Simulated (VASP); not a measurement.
Ga3O4:

```
Ga O
1.0
     4.60695    0.00000    0.00000
     0.00000    4.60695    0.00000
     0.00000    0.00000    4.60695
Ga O
3 4
Direct
  0.00000 0.00000 0.50000
  0.50000 0.00000 0.00000
  0.00000 0.50000 0.00000
  0.72069 0.72069 0.72069
  0.27931 0.27931 0.72069
  0.27931 0.72069 0.27931
  0.72069 0.27931 0.27931
```

The cell was built from a structure type or drawn by symmetry, and may not be a known phase.

* Program: VASP 6.6.1
* Task: relaxation of cell and atoms
* Functional: PBE
* Potentials or basis: VASP PAW PBE potentials, release 64 (Ga_d, O)
* Cutoff: 600 eV
* k mesh: 4 × 4 × 4
* Occupations: gaussian, width 0.2 eV
* Spin: no spin polarisation

At the start: pressure -15.0 GPa; volume 13.97 Å³/atom.

Problem. Where does the relaxation end?

Solution. Over 5 steps the energy falls by 316.5 meV/atom and the volume is 13.57 Å³/atom (-2.8 %); space group P-43m (No. 215, to 0.1 Å) before and after.

Step by step:
```tsv
step	energy change (eV)	largest force (eV/Å)	pressure (GPa)	volume (Å³)
1	0.0000	2.7888	-15.05	97.78
2	-1.2962	0.5881	14.89	80.36
3	-1.4118	1.1809	5.89	83.72
4	-1.7975	0.8316	4.07	86.92
5	-2.2152	0.0436	0.28	95.01
```

Final structure:
```xyz
7
Lattice="4.5631 0.0000 0.0000 0.0000 4.5631 0.0000 0.0000 0.0000 4.5631" Properties=species:S:1:pos:R:3 pbc="T T T"
Ga    0.0000    0.0000    2.2816
Ga    2.2816    0.0000    0.0000
Ga    0.0000    2.2816    0.0000
O     3.4940    3.4940    3.4940
O     1.0692    1.0692    3.4940
O     1.0692    3.4940    1.0692
O     3.4940    1.0692    1.0692
```

Caveat: an odd number of electrons without spin polarisation forces a metal; a magnetic or distorted state may lie lower; the relaxation stopped at a loose force limit of 0.08 eV/Å, so its end isn't a converged minimum.
